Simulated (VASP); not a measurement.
**GaAs: single point with RPBE+D3(BJ)**

Crystal: GaAs.

```
As Ga
1.0
     0.00000    2.88229    2.88229
     2.88229    0.00000    2.88229
     2.88229    2.88229    0.00000
As Ga
1 1
Direct
  0.75000 0.75000 0.75000
  0.00000 0.00000 0.00000
```

```yaml
Program: VASP 6.6.1
Task: single point
Functional: RPBE
Dispersion: D3(BJ)
Potentials_or_basis: VASP PAW PBE potentials, release 64 (As, Ga_d)
Cutoff: 520 eV
k_mesh: 8 × 8 × 8
Occupations: fermi-dirac, width 0.05 eV
Spin: no spin polarisation
Dipole_correction: no
Further_INCAR_settings: ALGO = Normal; EDIFF = 1e-06; NBANDS = 16
```

- Pressure: -8.3 GPa
- Band gap on the k mesh: 0.21 eV
- Dispersion energy per atom: -1.295 eV

Levels at points of the mesh, in eV from the valence-band top:
| k point | band 5 | band 6 | band 7 | band 8 | band 9 | band 10 | band 11 | band 12 | band 13 | band 14 |
| --- | --- | --- | --- | --- | --- | --- | --- | --- | --- | --- |
| (0.00, 0.00, 0.00) | -14.65 | -12.28 | 0.00 | 0.00 | 0.00 | 0.21 | 3.74 | 3.74 | 3.74 | 7.64 |
| (0.50, 0.00, 0.00) | -14.64 | -10.70 | -6.29 | -1.05 | -1.05 | 0.94 | 4.65 | 4.65 | 7.86 | 10.13 |
| (0.50, 0.50, 0.00) | -14.64 | -10.03 | -6.51 | -2.47 | -2.47 | 1.68 | 1.76 | 9.76 | 9.76 | 10.61 |

It took 32 s on 1 thread of Intel(R) Xeon(R) Platinum 8259CL CPU @ 2.50GHz (Skylake/Cascade Lake), on a shared host, peak memory 0.18 GiB.

Caveat: the cell stands under tension; the dispersion term is far too large for a dense solid, which distorts pressure and volume; semilocal functionals underestimate gaps, and a narrow one can read as zero; the PAW data sets were made with another functional, which shifts forces and pressure a little.
